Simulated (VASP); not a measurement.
# As (Pm-3m) in VASP: notebook

The runs below take As through single point, with PBE.

Everything below comes from runs of VASP 6.6.1. Logs are shortened: lines on timing, memory, paths and dates and some standing lists are left out, and cuts for length are marked.

## 1. The cell of the first run

It takes space group Pm-3m (No. 221, cubic). The conventional cell has a = 2.704 Å, b = 2.704 Å, c = 2.704 Å, α = 90.00°, β = 90.00°, γ = 90.00°. Within 3.6 Å of As (site symmetry m-3m) lie 6 As at 2.70 Å.

## 2. Single point, PBE

INCAR reads:

```
SYSTEM = As
ALGO     = Normal         ! electronic algorithm
EDIFF    = 1E-6           ! SCF threshold, eV
ENCUT    = 520            ! plane-wave cutoff, eV
GGA      = PE             ! functional
ISIF     = 2              ! what is computed and relaxed
ISMEAR   = 0              ! smearing method
LASPH    = .True.         ! aspherical terms in the spheres
LCHARG   = .True.         ! write CHGCAR
LELF     = .True.         ! ELF
LREAL    = .False.        ! projectors in reciprocal space
LVHAR    = .True.       
LWAVE    = .False.        ! write WAVECAR
NBANDS   = 8              ! bands
NELM     = 60             ! most SCF steps
PREC     = Accurate       ! precision mode
SIGMA    = 0.025          ! smearing width, eV
```

KPOINTS reads:

```
k-points
0
Gamma
  10 10 10
  0 0 0
```

POSCAR reads:

```
As
1.0
    2.7036817444      0.0000000000      0.0000000000
    0.0000000000      2.7036817444      0.0000000000
    0.0000000000      0.0000000000      2.7036817444
As
1
Direct
    0.5000000000      0.5000000000      0.5000000000
```

Potentials or basis: VASP PAW PBE potentials, release 64 (As).

Run with:

```bash
cat potpaw_PBE.64/As/POTCAR > POTCAR
mpirun -np 1 vasp_std > vasp.out
```

OUTCAR:

```text
SYSTEM = As
   EDIFF = 1E-6
   ENCUT = 520
   GGA = PE
   ISIF = 2
   ISMEAR = 0
   LASPH = .True.
   LREAL = .False.
   NELM = 60
   PREC = Accurate

 ion  position               nearest neighbor table
   1  0.500  0.500  0.500-

  LATTYP: Found a simple cubic cell.
 ALAT       =     2.7036817444

  Lattice vectors:

 A1 = (   2.7036817444,   0.0000000000,   0.0000000000)
 A2 = (   0.0000000000,   2.7036817444,   0.0000000000)
 A3 = (   0.0000000000,   0.0000000000,   2.7036817444)

Analysis of symmetry for initial positions (statically):
=====================================================================
 Subroutine PRICEL returns:
 Original cell was already a primitive cell.

 Routine SETGRP: Setting up the symmetry group for a
 simple cubic supercell.

 Subroutine GETGRP returns: Found 48 space group operations
[... 9 lines left out ...]

 Routine SETGRP: Setting up the symmetry group for a
 simple cubic supercell.

 Subroutine GETGRP returns: Found 48 space group operations
[... 11 lines left out ...]
                                     Primitive cell

  volume of cell :      19.7636

  direct lattice vectors                    reciprocal lattice vectors
     2.703681744  0.000000000  0.000000000     0.369866018  0.000000000  0.000000000
     0.000000000  2.703681744  0.000000000     0.000000000  0.369866018  0.000000000
     0.000000000  0.000000000  2.703681744     0.000000000  0.000000000  0.369866018

  length of vectors
     2.703681744  2.703681744  2.703681744     0.369866018  0.369866018  0.369866018

  position of ions in fractional coordinates (direct lattice)
     0.500000000  0.500000000  0.500000000

  ion indices of the primitive-cell ions
   primitive index   ion index
                 1           1

----------------------------------------------------------------------------------------

 KPOINTS: k-points

Automatic generation of k-mesh.
 Grid dimensions read from file:
 generate k-points for:   10   10   10

 Generating k-lattice:

  Cartesian coordinates                     Fractional coordinates (reciprocal lattice)
     0.036986602  0.000000000  0.000000000     0.100000000  0.000000000  0.000000000
     0.000000000  0.036986602  0.000000000     0.000000000  0.100000000  0.000000000
     0.000000000  0.000000000  0.036986602     0.000000000  0.000000000  0.100000000

  Length of vectors
[... 47 lines left out ...]
   ISTART =      0    job   : 0-new  1-cont  2-samecut
   ICHARG =      2    charge: 1-file 2-atom 10-const
   ISPIN  =      1    spin polarized calculation?
   LNONCOLLINEAR =      F non collinear calculations
   LSORBIT =      F    spin-orbit coupling
   LASPH  =      T    aspherical Exc in radial PAW
   ENCUT  =  520.0 eV  38.22 Ry    6.18 a.u.   5.03  5.03  5.03*2*pi/ulx,y,z
   NELM   =     60;   NELMIN=  2; NELMDL= -5     # of ELM steps
   EDIFF  = 0.1E-05   stopping-criterion for ELM
   LREAL  =      F    real-space projection
   EDIFFG = 0.1E-04   stopping-criterion for IOM
   NSW    =      0    number of steps for IOM
   IBRION =     -1    ionic relax: 0-MD 1-quasi-New 2-CG
   NFREE  =      0    steps in history (QN), initial steepest desc. (CG)
   ISIF   =      2    stress and relaxation
   ISYM   =      2    0-nonsym 1-usesym 2-fastsym
   POTIM  = 0.5000    time-step for ionic-motion
   TEBEG  =    0.0;   TEEND  =   0.0 temperature during run
   PSTRESS=    0.0 pullay stress
   NELECT =       5.0000    total number of electrons
   NUPDOWN=      -1.0000    fix difference up-down
   EMIN   =  10.00;   EMAX   =-10.00  energy-range for DOS
   EFERMI =   0.00;   METHOD = LEGACY
   ISMEAR =     0;   SIGMA  =   0.03  broadening in eV -4-tet -1-fermi 0-gaus
   EFERMI_NEDOS =   21; number of points for ismear=-14 and -15
   IALGO  =     38    algorithm
   IMIX   =      4    mixing-type and parameters
     AMIX     =   0.40;   BMIX     =  1.00
     AMIX_MAG =   1.60;   BMIX_MAG =  1.00
  volume/ion in A,a.u.               =      19.76       133.37
  Fermi-wavevector in a.u.,A,eV,Ry     =   1.035403  1.956627 14.586243  1.072059
  Thomas-Fermi vector in A             =   2.169744
   LORBIT       =      0    0 simple, 1 ext, 2 COOP (PROOUT), +10 PAW based schemes
   GGA     = PE    functional components
   LHFCALC =     F    Hartree Fock is set to
   AEXX    =    0.0000 exact exchange contribution
   IVDW    =     0    specifies the selected vdW correction
   LEPSILON=     F    determine dielectric tensor
   LRPA    =     F    only Hartree local field effects (RPA)
 non-spin polarized calculation
 Gauss-broadening in eV      SIGMA  =   0.03
  energy-cutoff  :      520.00
  volume of cell :       19.76
 maximum number of plane-waves:       554
   NGX = 11   NGY = 11   NGZ = 11

 number of electron       5.0000001 magnetization

 Free energy of the ion-electron system (eV)
  ---------------------------------------------------
  ext. energy  EPLUGINS =         0.00000000
  ---------------------------------------------------
  free energy    TOTEN  =        -4.56751363 eV

  energy without entropy =       -4.56734245  energy(sigma->0) =       -4.56742804

 E-fermi :   5.9198     XC(G=0): -10.4292

 val. band max:        5.9050446606   @ k =   0.3000   0.3000   0.3000
 cond. band min:       5.9394165922   @ k =   0.2000   0.2000   0.0000
 fundamental gap:      0.0343719316
 Fermi energy:         5.9198465897

 k-point     1 :       0.0000    0.0000    0.0000
  band No.  band energies     occupation
      1      -9.0399      2.00000
      2      10.0959      0.00000
      3      10.0959      0.00000
      4      10.0959      0.00000
      5      14.4358      0.00000
      6      14.4358      0.00000
      7      16.5018      0.00000
      8      30.8536      0.00000
[... 243 lines left out ...]
 k-point    24 :       0.3000    0.1000    0.1000
  band No.  band energies     occupation
      1      -7.0913      2.00000
      2       2.5189      2.00000
      3       9.3903      0.00000
      4       9.8826      0.00000
      5      18.4682      0.00000
      6      18.4785      0.00000
      7      20.6551      0.00000
      8      21.4382      0.00000

 [... further k-points ...]
[... 5 lines left out ...]
  --------------------------------------------------------------------------------------
  -------------------------------------------------------------------------------------
  Total        0.3027266      0.3027266      0.3027266      0.0000000      0.0000000      0.0000000
  in kB       24.5411247     24.5411247     24.5411247      0.0000000      0.0000000      0.0000000
  external PRESSURE =      24.5411247 kB  Pullay stress =       0.0000000 kB

 VOLUME and BASIS-vectors are now :
 -----------------------------------------------------------------------------
  energy-cutoff  :      520.00
  volume of cell :       19.76
      direct lattice vectors                 reciprocal lattice vectors
     2.703681744  0.000000000  0.000000000     0.369866018  0.000000000  0.000000000
     0.000000000  2.703681744  0.000000000     0.000000000  0.369866018  0.000000000
     0.000000000  0.000000000  2.703681744     0.000000000  0.000000000  0.369866018

 POSITION                                       TOTAL-FORCE (eV/Angst)
 -----------------------------------------------------------------------------------
      1.35184      1.35184      1.35184         0.000000      0.000000      0.000000
 -----------------------------------------------------------------------------------
    total drift:                                0.000000     -0.000000      0.000000

  FREE ENERGIE OF THE ION-ELECTRON SYSTEM (eV)
  ---------------------------------------------------
  free  energy   TOTEN  =        -4.5675136345 eV

  energy  without entropy=       -4.5673424522  energy(sigma->0) =       -4.56742804
```

stdout:

```text
POSCAR found type information on POSCAR As
 POSCAR found :  1 types and       1 ions
 scaLAPACK will be used
 LDA part: xc-table for (Slater+PW92), standard interpolation
 POSCAR, INCAR and KPOINTS ok, starting setup
 FFT: planning ... GRIDC
 FFT: planning ... GRID_SOFT
 FFT: planning ... GRID
 WAVECAR not read
 entering main loop
```

It took 5.6 s on 1 thread of Intel Xeon Platinum 8488C (Sapphire Rapids), shared host; peak memory 0.12 GiB.

Results:

- Free energy: -4.5675 eV
- Pressure: 2.5 GPa

## 3. Single point, PBE

INCAR reads:

```
SYSTEM = As
PREC = Accurate ; ENCUT = 520
EDIFF = 1E-6 ; ISMEAR = 0
SIGMA = 0.026000000000000002 ; LREAL = .False.
LASPH = .True. ; NELM = 60
ALGO = Normal ; ISIF = 2
LWAVE = .False. ; LCHARG = .True.
GGA = PE ; LELF = .True.
LVHAR = .True. ; NBANDS = 8
```

KPOINTS reads:

```
regular mesh
0
Gamma
  10 10 10
  0 0 0
```

POSCAR is that of step 2.

Potentials or basis: VASP PAW PBE potentials, release 64 (As).

Run with:

```bash
cat potpaw_PBE.64/As/POTCAR > POTCAR
mpirun -np 1 vasp_std > vasp.out
```

Run time: 4.3 s. Hardware: 1 thread of Intel Xeon Platinum 8488C (Sapphire Rapids), shared host; peak memory 0.12 GiB.

It converged, with:

```yaml
Free_energy: -4.5675 eV
Pressure: 2.5 GPa
```

Levels at points of the mesh, in eV from the Fermi level:
```tsv
k point	band 1	band 2	band 3	band 4	band 5	band 6	band 7
(0.00, 0.00, 0.00)	-14.96	4.18	4.18	4.18	8.52	8.52	10.58
(0.50, 0.00, 0.00)	-11.82	-6.91	6.47	6.47	11.19	14.15	14.77
(0.50, 0.50, 0.00)	-8.53	-4.24	-4.24	2.53	8.64	16.48	17.47
(0.50, 0.50, 0.50)	-4.90	-1.80	-1.80	-1.80	5.96	5.96	5.96
```

## 4. Single point, PBE

INCAR reads:

```
PREC = Accurate
ENCUT = 520
EDIFF = 1E-6
ISMEAR = 0
SIGMA = 0.028000000000000004
LREAL = F
LASPH = T
NELM = 100
ALGO = Normal
ISIF = 2
LWAVE = F
LCHARG = F
GGA = PE
NBANDS = 8
```

KPOINTS reads:

```
Automatic mesh
0
Gamma
  10 10 10
```

POSCAR is that of step 3.

Run with:

```bash
cat potpaw_PBE.64/As/POTCAR > POTCAR
mpirun -np 1 vasp_std > vasp.out
```

It took 4.5 s on 1 thread of Intel Xeon Platinum 8488C (Sapphire Rapids), shared host; peak memory 0.12 GiB.

Results (log left out):

| Item | Value |
| --- | --- |
| Free energy | -4.5675 eV |
| Pressure | 2.4 GPa |

Levels at points of the mesh, in eV from the Fermi level:
```tsv
k point	band 1	band 2	band 3	band 4	band 5	band 6
(0.00, 0.00, 0.00)	-14.96	4.18	4.18	4.18	8.52	8.52
(0.50, 0.00, 0.00)	-11.82	-6.91	6.47	6.47	11.19	14.15
(0.50, 0.50, 0.00)	-8.53	-4.24	-4.24	2.53	8.64	16.48
(0.50, 0.50, 0.50)	-4.90	-1.80	-1.80	-1.80	5.96	5.96
```

## 5. Overview

```csv
smearing,gap on the mesh (eV),pressure (GPa)
gaussian 0.025 eV,none,2.5
gaussian 0.026 eV,none,2.5
gaussian 0.028 eV,none,2.4
```

Alike in all rows: task single point; level PBE; potentials or basis VASP PAW PBE potentials, release 64 (As); no spin polarisation; cell as given; k mesh 10 × 10 × 10; cutoff (eV) 520.

Every run on the cell as given and a fine mesh finds a metal.

Total energies depend on the potentials used, so only differences within one code and one set of settings carry meaning.
